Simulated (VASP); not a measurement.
A run of VASP 6.6.1 is set up as follows.

INCAR

```
PREC = Accurate
ENCUT = 520
EDIFF = 1E-6
ISMEAR = 0
SIGMA = 0.05
LREAL = False
LASPH = True
NELM = 80
ALGO = Normal
ISIF = 2
LWAVE = False
LCHARG = False
GGA = PS
NBANDS = 18
```

Contents of KPOINTS:

```
regular mesh
0
Gamma
  8 8 8
```

File POSCAR:

```
HfO2
1.0
    0.0000000000      2.4631771219      2.6398479430
    2.4631771219      0.0000000000      2.6398479430
    2.4631771219      2.4631771219      0.0000000000
Hf O
1 2
Direct
   -0.0014678348      0.0014678348      0.0014678348
    0.2581877273      0.2418122727      0.2418122727
    0.7581877273      0.7418122727      0.7418122727
```

Potentials or basis: VASP PAW PBE potentials, release 64 (Hf_pv, O).

Command:

```bash
$ cat potpaw_PBE.64/Hf_pv/POTCAR potpaw_PBE.64/O/POTCAR > POTCAR
$ mpirun -np 1 vasp_std > vasp.out
```

Q: What does it give for the largest force?

A: 0.260 eV/Å.

Q: Predict the band gap on the k mesh.

A: 2.91 eV (least direct gap 3.21 eV).

Q: Predict the pressure.

A: -2.9 GPa.

Stress tensor (GPa, compression positive):
```
  8.22   0.00   0.00
  0.00   8.26   0.00
  0.00   0.00 -25.19
```

Caveat: the cell differs from its parent crystal (atoms displaced along a vibrational mode, the cell strained); the PAW data sets were made with another functional, which shifts forces and pressure a little; spin-orbit coupling is left out, which moves the levels of the heavy elements. A k mesh can miss the band edges.
